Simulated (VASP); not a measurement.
# TlAgTe2 (I-4m2) in VASP: notebook

The runs below take TlAgTe2 through electric field gradients, with LDA.

Program: VASP 6.6.1. These are calculated values, not measurements. Logs are shortened: lines on timing, memory, paths and dates and some standing lists are left out, and cuts for length are marked.

## (1) The cell of the first run

The structure is tetragonal, space group I-4m2 (No. 119). The conventional cell has a = 3.894 Å, b = 3.894 Å, c = 15.118 Å, α = 90.00°, β = 90.00°, γ = 90.00°. Within 4.5 Å of Tl (site symmetry -4m2) lie 8 Te at 3.39 Å and 4 Tl at 3.89 Å and 4 Ag at 4.25 Å. Within 3.5 Å of Ag (site symmetry -4m2) lie 4 Te at 2.65 Å. Within 3.5 Å of Te (site symmetry 2mm) lie 2 Ag at 2.65 Å and 4 Tl at 3.39 Å.

## (2) Electric field gradients, LDA (28.65 Å³/atom)

File INCAR:

```
ALGO = Normal ; EDIFF = 1E-8
ENCUT = 520 ; ISIF = 2
ISMEAR = -1 ; LASPH = T
LCHARG = F ; LEFG = T
LREAL = F ; LWAVE = F
NBANDS = 26 ; NELM = 100
PREC = Accurate ; SIGMA = 0.05
```

File KPOINTS:

```
k-points
0
Gamma
  13 13 13
```

File POSCAR:

```
TlAgTe2
1.0
   -1.9468452412      1.9468452412      7.5589246356
    1.9468452412     -1.9468452412      7.5589246356
    1.9468452412      1.9468452412     -7.5589246356
Tl Ag Te
1 1 2
Direct
    0.0000000000      0.0000000000      0.0000000000
    0.7500000000      0.2500000000      0.5000000000
    0.3690000000      0.3690000000      0.0000000000
    0.6310000000      0.6310000000      0.0000000000
```

Potentials or basis: VASP PAW LDA potentials, release 64 (Tl_d, Ag, Te).

The run is started by

```console
cat potpaw_LDA.64/Tl_d/POTCAR potpaw_LDA.64/Ag/POTCAR potpaw_LDA.64/Te/POTCAR > POTCAR
mpirun -np 1 vasp_std > vasp.out
```

OUTCAR:

```text
EDIFF = 1E-8
   ENCUT = 520
   ISIF = 2
   ISMEAR = -1
   LASPH = T
   LREAL = F
   NELM = 100
   PREC = Accurate

 ion  position               nearest neighbor table
   1  0.000  0.000  0.000-   4 3.39   4 3.39   3 3.39   4 3.39   3 3.39   3 3.39   4 3.39   3 3.39

   2  0.750  0.250  0.500-   3 2.65   4 2.65   3 2.65   4 2.65
   3  0.369  0.369  0.000-   2 2.65   2 2.65   1 3.39   1 3.39   1 3.39   1 3.39
   4  0.631  0.631  0.000-   2 2.65   2 2.65   1 3.39   1 3.39   1 3.39   1 3.39

  LATTYP: Found a body centered tetragonal cell.
 ALAT       =     3.8936904824
 C/A-ratio  =     3.8826530613

  Lattice vectors:

 A1 = (  -1.9468452412,   1.9468452412,   7.5589246356)
 A2 = (   1.9468452412,  -1.9468452412,   7.5589246356)
 A3 = (   1.9468452412,   1.9468452412,  -7.5589246356)

Analysis of symmetry for initial positions (statically):
=====================================================================
 Subroutine PRICEL returns:
 Original cell was already a primitive cell.

 Routine SETGRP: Setting up the symmetry group for a
 body centered tetragonal supercell.

 Subroutine GETGRP returns: Found  8 space group operations
 (whereof  8 operations were pure point group operations)
 out of a pool of 16 trial point group operations.

The static configuration has the point symmetry D_2d.

Analysis of symmetry for dynamics (positions and initial velocities):
=====================================================================
 Subroutine PRICEL returns:
 Original cell was already a primitive cell.

 Routine SETGRP: Setting up the symmetry group for a
 body centered tetragonal supercell.

 Subroutine GETGRP returns: Found  8 space group operations
 (whereof  8 operations were pure point group operations)
 out of a pool of 16 trial point group operations.

The dynamic configuration has the point symmetry D_2d.

 Subroutine INISYM returns: Found  8 space group operations
 (whereof  8 operations are pure point group operations),
 and found     1 'primitive' translations

----------------------------------------------------------------------------------------

                                     Primitive cell

  volume of cell :     114.5995

  direct lattice vectors                    reciprocal lattice vectors
    -1.946845241  1.946845241  7.558924636     0.000000000  0.256825756  0.066146975
     1.946845241 -1.946845241  7.558924636     0.256825756  0.000000000  0.066146975
     1.946845241  1.946845241 -7.558924636     0.256825756  0.256825756  0.000000000

  length of vectors
     8.044734578  8.044734578  8.044734578     0.265207261  0.265207261  0.363206467

  position of ions in fractional coordinates (direct lattice)
     0.000000000  0.000000000  0.000000000
     0.750000000  0.250000000  0.500000000
     0.369000000  0.369000000  0.000000000
     0.631000000  0.631000000  0.000000000

  ion indices of the primitive-cell ions
   primitive index   ion index
                 1           1
                 2           2
                 3           3
                 4           4

----------------------------------------------------------------------------------------

 KPOINTS: k-points

Automatic generation of k-mesh.
 Grid dimensions read from file:
 generate k-points for:   13   13   13

 Generating k-lattice:

  Cartesian coordinates                     Fractional coordinates (reciprocal lattice)
     0.000000000  0.019755827  0.005088229     0.076923077 -0.000000000  0.000000000
     0.019755827  0.000000000  0.005088229    -0.000000000  0.076923077  0.000000000
     0.019755827  0.019755827  0.000000000     0.000000000  0.000000000  0.076923077

  Length of vectors
     0.020400559  0.020400559  0.027938959

  Shift w.r.t. Gamma in fractional coordinates (k-lattice)
     0.000000000  0.000000000  0.000000000

 Subroutine IBZKPT returns following result:
 ===========================================

 Found    196 irreducible k-points:

 Following reciprocal coordinates:
            Coordinates               Weight
  0.000000  0.000000  0.000000      1.000000
  0.076923  0.000000  0.000000      8.000000
  0.153846  0.000000  0.000000      8.000000
  0.230769  0.000000 -0.000000      8.000000
  0.307692  0.000000  0.000000      8.000000
  0.384615  0.000000 -0.000000      8.000000
[... 16 lines left out ...]
  0.384615  0.153846 -0.000000     16.000000
  0.461538  0.153846 -0.000000     16.000000
 [... further k-points ...]
   k-points           NKPTS =    196   k-points in BZ     NKDIM =    196   number of bands    NBANDS=     26
   number of dos      NEDOS =    301   number of ions     NIONS =      4
   total plane-waves  NPLWV = 216000
   dimension x,y,z NGX =    60 NGY =   60 NGZ =   60
   dimension x,y,z NGXF=   120 NGYF=  120 NGZF=  120
   ions per type =               1   1   2
   NGX,Y,Z   is equivalent  to a cutoff of  12.40, 12.40, 12.40 a.u.
   NGXF,Y,Z  is equivalent  to a cutoff of  24.80, 24.80, 24.80 a.u.
 SYSTEM =  unknown system
   PREC   = accura    normal or accurate (medium, high low for compatibility)
   ISTART =      0    job   : 0-new  1-cont  2-samecut
   ICHARG =      2    charge: 1-file 2-atom 10-const
   ISPIN  =      1    spin polarized calculation?
   LNONCOLLINEAR =      F non collinear calculations
   LSORBIT =      F    spin-orbit coupling
   LASPH  =      T    aspherical Exc in radial PAW
   ENCUT  =  520.0 eV  38.22 Ry    6.18 a.u.  14.96 14.96 14.96*2*pi/ulx,y,z
   NELM   =    100;   NELMIN=  2; NELMDL= -5     # of ELM steps
   EDIFF  = 0.1E-07   stopping-criterion for ELM
   LREAL  =      F    real-space projection
   EDIFFG = 0.1E-06   stopping-criterion for IOM
   NSW    =      0    number of steps for IOM
   IBRION =     -1    ionic relax: 0-MD 1-quasi-New 2-CG
   NFREE  =      0    steps in history (QN), initial steepest desc. (CG)
   ISIF   =      2    stress and relaxation
   ISYM   =      2    0-nonsym 1-usesym 2-fastsym
   POTIM  = 0.5000    time-step for ionic-motion
   TEBEG  =    0.0;   TEEND  =   0.0 temperature during run
   PSTRESS=    0.0 pullay stress
   NELECT =      36.0000    total number of electrons
   NUPDOWN=      -1.0000    fix difference up-down
   EMIN   =  10.00;   EMAX   =-10.00  energy-range for DOS
   EFERMI =   0.00;   METHOD = LEGACY
   ISMEAR =    -1;   SIGMA  =   0.05  broadening in eV -4-tet -1-fermi 0-gaus
   EFERMI_NEDOS =   21; number of points for ismear=-14 and -15
   IALGO  =     38    algorithm
   IMIX   =      4    mixing-type and parameters
     AMIX     =   0.40;   BMIX     =  1.00
     AMIX_MAG =   1.60;   BMIX_MAG =  1.00
  volume/ion in A,a.u.               =      28.65       193.34
  Fermi-wavevector in a.u.,A,eV,Ry     =   1.112879  2.103037 16.850818  1.238500
  Thomas-Fermi vector in A             =   2.249458
   LORBIT       =      0    0 simple, 1 ext, 2 COOP (PROOUT), +10 PAW based schemes
   GGA     = CA    functional components
   LHFCALC =     F    Hartree Fock is set to
   AEXX    =    0.0000 exact exchange contribution
   IVDW    =     0    specifies the selected vdW correction
   LEPSILON=     F    determine dielectric tensor
   LRPA    =     F    only Hartree local field effects (RPA)
 non-spin polarized calculation
  energy-cutoff  :      520.00
  volume of cell :      114.60
 maximum number of plane-waves:      3106
   NGX = 29   NGY = 29   NGZ = 29

 number of electron      35.9999999 magnetization

 Free energy of the ion-electron system (eV)
  ---------------------------------------------------
  ext. energy  EPLUGINS =         0.00000000
  ---------------------------------------------------
  free energy    TOTEN  =       -14.09934384 eV

  energy without entropy =      -14.07398668  energy(sigma->0) =      -14.08666526

 E-fermi :   5.6564     XC(G=0): -10.0485

 val. band max:        5.6545247835   @ k =  -0.0769   0.1538   0.0769
 cond. band min:       5.6564609957   @ k =  -0.3077  -0.4615   0.1538
 fundamental gap:      0.0019362121
 Fermi energy:         5.6564495690

 k-point     1 :       0.0000    0.0000    0.0000
  band No.  band energies     occupation
      1      -6.2866      2.00000
      2      -5.4121      2.00000
      3      -5.3338      2.00000
      4      -5.2369      2.00000
      5      -5.1696      2.00000
      6      -5.1696      2.00000
[... 18 lines left out ...]
     25      11.7603      0.00000
     26      12.0270      0.00000
[... 644 lines left out ...]
      4      -5.1773      2.00000
      5      -5.1016      2.00000
      6      -4.9757      2.00000
[... 18 lines left out ...]
     25      12.7308      0.00000
     26      13.4991      0.00000

 [... further k-points ...]
[... 5 lines left out ...]
  --------------------------------------------------------------------------------------
  -------------------------------------------------------------------------------------
  Total       -1.0265572     -1.0265572      1.1517453      0.0000000      0.0000000     -0.0000000
  in kB      -14.3519480    -14.3519480     16.1021606      0.0000000      0.0000000     -0.0000000
  external PRESSURE =      -4.2005785 kB  Pullay stress =       0.0000000 kB

 VOLUME and BASIS-vectors are now :
 -----------------------------------------------------------------------------
  energy-cutoff  :      520.00
  volume of cell :      114.60
      direct lattice vectors                 reciprocal lattice vectors
    -1.946845241  1.946845241  7.558924636     0.000000000  0.256825756  0.066146975
     1.946845241 -1.946845241  7.558924636     0.256825756  0.000000000  0.066146975
     1.946845241  1.946845241 -7.558924636     0.256825756  0.256825756  0.000000000

 POSITION                                       TOTAL-FORCE (eV/Angst)
 -----------------------------------------------------------------------------------
      0.00000      0.00000      0.00000        -0.000000     -0.000000      0.000000
      0.00000      1.94685      3.77946        -0.000000     -0.000000      0.000000
      0.00000      0.00000      5.57849         0.000000      0.000000      0.250272
      0.00000      0.00000      9.53936         0.000000      0.000000     -0.250272
 -----------------------------------------------------------------------------------
    total drift:                                0.000000     -0.000000      0.000000

  FREE ENERGIE OF THE ION-ELECTRON SYSTEM (eV)
  ---------------------------------------------------
  free  energy   TOTEN  =       -14.0993438412 eV

  energy  without entropy=      -14.0739866828  energy(sigma->0) =      -14.08666526

 Electric field gradients (V/A^2)
---------------------------------------------------------------------
 ion       V_xx      V_yy      V_zz      V_xy      V_xz      V_yz
---------------------------------------------------------------------
   1      -3.446    -3.446     6.892     0.000    -0.000    -0.000
   2      22.656    22.656   -45.312    -0.001    -0.001    -0.001
   3      56.243   134.230  -190.473    -0.000    -0.000    -0.000
   4     134.230    56.243  -190.473    -0.000    -0.000    -0.000
---------------------------------------------------------------------

 Electric field gradients after diagonalization (V/A^2)
 (convention: |V_zz| > |V_xx| > |V_yy|)
----------------------------------------------------------------------
 ion       V_xx      V_yy      V_zz     asymmetry (V_yy - V_xx)/ V_zz
----------------------------------------------------------------------
   1      -3.446    -3.446     6.892       0.000
   2      22.657    22.655   -45.312       0.000
   3     134.230    56.243  -190.473       0.409
   4     134.230    56.243  -190.473       0.409
----------------------------------------------------------------------

           NMR quadrupolar parameters

 Cq : quadrupolar parameter    Cq=e*Q*V_zz/h
 eta: asymmetry parameters     (V_yy - V_xx)/ V_zz
 Q  : nuclear electric quadrupole moment in mb (millibarn)
----------------------------------------------------------------------
 ion       Cq(MHz)       eta       Q (mb)
----------------------------------------------------------------------
   1       0.017       0.000       1.000
   2      -0.110       0.000       1.000
   3      -0.461       0.409       1.000
   4      -0.461       0.409       1.000
----------------------------------------------------------------------
```

Run time: 39 min. Hardware: 1 thread of Intel Xeon 8259CL, shared host; peak memory 0.84 GiB.

Results:

* Free energy: -14.0993 eV
* Pressure: -0.4 GPa
* Largest force: 0.250 eV/Å
* Band gap on the k mesh: zero (bands 18 and 19 overlap by 1.75 eV)
* Largest electric field gradient by atom: Tl +6.9; Ag -45.3; Te -190.5 V/Å²

Forces on the atoms (eV/Å):
```
Tl   0.000  0.000  0.000
Ag   0.000  0.000  0.000
Te   0.000  0.000  0.250
Te   0.000  0.000 -0.250
```

Stress tensor (GPa, compression positive):
```
-1.44  0.00  0.00
 0.00 -1.44  0.00
 0.00  0.00  1.61
```

Levels at points of the mesh, in eV from the Fermi level:
```tsv
k point	band 15	band 16	band 17	band 18	band 19	band 20	band 21	band 22
(0.00, 0.00, 0.00)	-0.45	-0.33	-0.33	0.14	0.14	3.12	4.79	5.29
```

Electric field gradients, principal values (V/Å²):
```
atom   least   middle  greatest (by size)
1 Tl  -3.446   -3.446               6.892
2 Ag  22.655   22.657             -45.312
3 Te  56.243  134.230            -190.473
4 Te  56.243  134.230            -190.473
```

Caveat: without QUAD_EFG the Cq values of the log hold for a quadrupole moment of 1 mb, not for the nuclei; spin-orbit coupling is left out, which moves the levels of the heavy elements.

(Continued in part 2 of 3.)
